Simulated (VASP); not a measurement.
Pd, 3 atoms in the cell. The structure is trigonal, space group R-3m (No. 166). The conventional cell has a = 2.739 Å, b = 2.739 Å, c = 20.630 Å, α = 90.00°, β = 90.00°, γ = 120.00°. Pd (site symmetry -3m) has 12 Pd at 2.74 to 2.78 Å within 3.6 Å. Pd (site symmetry 3m) has 12 Pd at 2.74 to 2.79 Å within 3.6 Å. 

| Property | Result |
| --- | --- |
| Program | VASP 6.6.1 |
| Task | relaxation of cell and atoms |
| Functional | r2SCAN |
| Potentials or basis | VASP PAW PBE potentials, release 64 (Pd) |
| Cutoff | 600 eV |
| k mesh | 9 × 9 × 9 |
| Occupations | gaussian, width 0.1 eV |
| Spin | no spin polarisation |
| Dipole correction | no |
| Further INCAR settings | ALGO = Normal; EDIFF = 1e-06; IBRION = 2; EDIFFG = -0.04; NSW = 90; ISIF = 3 |

Potentials or basis: VASP PAW PBE potentials, release 64 (Pd).

Command:

```sh
$ cat potpaw_PBE.64/Pd/POTCAR > POTCAR
$ cp INCAR.step1 INCAR
$ mpirun -np 1 vasp_std > vasp.out
$ cp INCAR.step2 INCAR
$ mpirun -np 1 vasp_std > vasp.out
```

Hardware: 1 thread of AMD EPYC 9R45 96-Core Processor (Zen 5) (shared host).

How long does it take, and how much memory?

Wall time 56 min on 1 thread of AMD EPYC 9R45 96-Core Processor (Zen 5), with other jobs on the host, peak memory 0.51 GiB. Counts: k points 85, ion steps 4.
